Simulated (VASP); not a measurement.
Input of a VASP 6.6.1 run:

File INCAR:

```
PREC     = Accurate       # precision mode
ENCUT    = 520            # plane-wave cutoff, eV
EDIFF    = 1E-7           # SCF threshold, eV
ISMEAR   = 0              # smearing method
SIGMA    = 0.1            # smearing width, eV
LREAL    = False          # projectors in reciprocal space
LASPH    = True           # aspherical terms in the spheres
NELM     = 80             # most SCF steps
ALGO     = Normal         # electronic algorithm
ISIF     = 2              # what is computed and relaxed
LWAVE    = False          # write WAVECAR
LCHARG   = False          # write CHGCAR
GGA      = PE             # functional
NBANDS   = 23             # bands
```

The input KPOINTS:

```
Automatic mesh
0
Gamma
  6 6 6
```

File POSCAR:

```
Si4Ge
1.0
   -3.1631799200      3.1631799200      2.0005706400
    3.1631799200     -3.1631799200      2.0005706400
    3.1631799200      3.1631799200     -2.0005706400
Si Ge
4 1
Direct
    0.8000000000      0.6000000000      0.4000000000
    0.2000000000      0.4000000000      0.6000000000
    0.4000000000      0.8000000000      0.2000000000
    0.6000000000      0.2000000000      0.8000000000
    0.0000000000      0.0000000000      0.0000000000
```

Potentials or basis: VASP PAW PBE potentials, release 64 (Si, Ge_d).

Run with:

```console
$ cat potpaw_PBE.64/Si/POTCAR potpaw_PBE.64/Ge_d/POTCAR > POTCAR
$ mpirun -np 1 vasp_std > vasp.out
```

Q: Estimate the band gap on the k mesh.

A: Zero (band 15 reaches 10.95 eV, above the bottom of band 16 at 7.69 eV).

Q: Predict the pressure.

A: -2.5 GPa.

Forces on the atoms (eV/Å):
```
Si  -0.116  0.180  0.000
Si   0.116 -0.180  0.000
Si   0.180  0.116  0.000
Si  -0.180 -0.116  0.000
Ge   0.000  0.000  0.000
```
